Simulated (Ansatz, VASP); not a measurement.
## SiC in VASP and in Ansatz

File INCAR:

```
SYSTEM = SiC
PREC     = Accurate       ! precision mode
ENCUT    = 520            ! plane-wave cutoff, eV
EDIFF    = 1E-7           ! SCF threshold, eV
ISMEAR   = 0              ! smearing method
SIGMA    = 0.05           ! smearing width, eV
LREAL    = .False.        ! projectors in reciprocal space
LASPH    = .True.         ! aspherical terms in the spheres
NELM     = 60             ! most SCF steps
ALGO     = Normal         ! electronic algorithm
ISIF     = 2              ! what is computed and relaxed
LWAVE    = .False.        ! write WAVECAR
LCHARG   = .True.         ! write CHGCAR
GGA      = PE             ! functional
LELF     = .True.         ! ELF
LVHAR    = .True.       
NBANDS   = 26             ! bands
```

KPOINTS

```
Automatic mesh
0
Gamma
  6 6 6
  0 0 0
```

The input POSCAR:

```
SiC
1.0
    4.3797281854      0.0000000000      0.0000000000
    0.0000000000     -4.3797281854      0.0000000000
    0.0000000000      0.0000000000     -4.3797281854
Si C
4 4
Direct
    0.0000000000      0.0000000000      0.0000000000
    0.5000000000      0.5000000000      0.0000000000
    0.5000000000      0.0000000000      0.5000000000
    0.0000000000      0.5000000000      0.5000000000
    0.7500000000      0.7500000000      0.7271675328
    0.2500000000      0.2500000000      0.7500000000
    0.2500000000      0.7500000000      0.2500000000
    0.7500000000      0.2500000000      0.2500000000
```

Input for Ansatz:

```yaml
crystal:
  lattice:
    - [4.3797281854, 0.0, 0.0]
    - [0.0, -4.3797281854, 0.0]
    - [0.0, 0.0, -4.3797281854]
  atoms:
    - { symbol: Si, position: [0.0, 0.0, 0.0] }
    - { symbol: Si, position: [0.5, 0.5, 0.0] }
    - { symbol: Si, position: [0.5, 0.0, 0.5] }
    - { symbol: Si, position: [0.0, 0.5, 0.5] }
    - { symbol: C, position: [0.75, 0.75, 0.7271675328] }
    - { symbol: C, position: [0.25, 0.25, 0.75] }
    - { symbol: C, position: [0.25, 0.75, 0.25] }
    - { symbol: C, position: [0.75, 0.25, 0.25] }
basis:
  ecutwfc: 420
kpoints:
  mp_grid: { grid: [6, 6, 6] }
hamiltonian:
  xc: pbe
scf:
  occupations: { method: gaussian, width: 0.05 }
output:
  forces: true
  stress: true
  eigenvalues: true
```

Alike in both runs: task single point; functional PBE; k mesh 6 × 6 × 6; occupations gaussian, width 0.05 eV; no spin polarisation.

|  | VASP | Ansatz |
| --- | --- | --- |
| version | VASP 6.6.1 | Ansatz 0.2.0 |
| potentials or method | VASP PAW PBE potentials, release 64 (Si, C), cutoff 520 eV | scalar-relativistic, plane waves, PAW |
| valence electrons in the cell | 32 | 32 |

|  | VASP | Ansatz | Ansatz less VASP |
| --- | --- | --- | --- |
| gap on the k mesh at the Fermi level (eV) | 1.25 | 1.25 | +0.002 |
| least direct gap on the mesh (eV) | 1.25 | 1.25 | +0.002 |
| pressure (GPa) | 0.3 | 0.4 | +0.05 |
| traceless stress, the component that is largest in VASP (GPa) | 1.47 | 1.47 | +0.002 |
| rms of the force components (eV/Å) | 0.521 | 0.521 | +0.0002 |

Atom by atom the forces differ by 0.001 eV/Å (rms over components). The functional is the same, so the differences come from potentials, cutoffs and numerics.
